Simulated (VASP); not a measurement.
Input of a VASP 6.6.1 run:

Contents of POSCAR:

```
Al3Au
1.0
   -2.0253330000      2.0253330000      4.0566000000
    2.0253330000     -2.0253330000      4.0566000000
    2.0253330000      2.0253330000     -4.0566000000
Au Al
1 3
Direct
    0.0000000000      0.0000000000      0.0000000000
    0.5000000000      0.5000000000      0.0000000000
    0.2500000000      0.7500000000      0.5000000000
    0.7500000000      0.2500000000      0.5000000000
```

Contents of INCAR.step1:

```
SYSTEM = Al3Au
ALGO = Normal
EDIFF = 1E-4
ENCUT = 520
GGA = PE
ISMEAR = -1
LASPH = .TRUE.
LCHARG = .FALSE.
LREAL = .FALSE.
LWAVE = .TRUE.
NBANDS = 18
NELM = 100
PREC = Accurate
SIGMA = 0.05
```

INCAR.step2

```
SYSTEM = Al3Au
ALGO = Normal
EDIFF = 1E-6
ENCUT = 520
ISIF = 2
ISMEAR = -1
ISTART = 1
LASPH = .TRUE.
LCHARG = .FALSE.
LMIXTAU = .TRUE.
LREAL = .FALSE.
LWAVE = .FALSE.
METAGGA = R2SCAN
NBANDS = 18
NELM = 100
PREC = Accurate
SIGMA = 0.05
```

The input KPOINTS:

```
k-points
0
G
  9 9 9
  0 0 0
```

Potentials or basis: VASP PAW PBE potentials, release 64 (Au, Al).

Command:

```sh
$ cat potpaw_PBE.64/Au/POTCAR potpaw_PBE.64/Al/POTCAR > POTCAR
$ cp INCAR.step1 INCAR
$ mpirun -np 1 vasp_std > vasp.out
$ cp INCAR.step2 INCAR
$ mpirun -np 1 vasp_std > vasp.out
```

(1) Predict the pressure.

(2) Predict the band gap on the k mesh.

## Answers

(1) -3.2 GPa.

(2) zero (bands 10 and 11 overlap by 3.29 eV).

Caveat: the cell stands under tension; the PAW data sets were made with another functional, which shifts forces and pressure a little; spin-orbit coupling is left out, which moves the levels of the heavy elements.
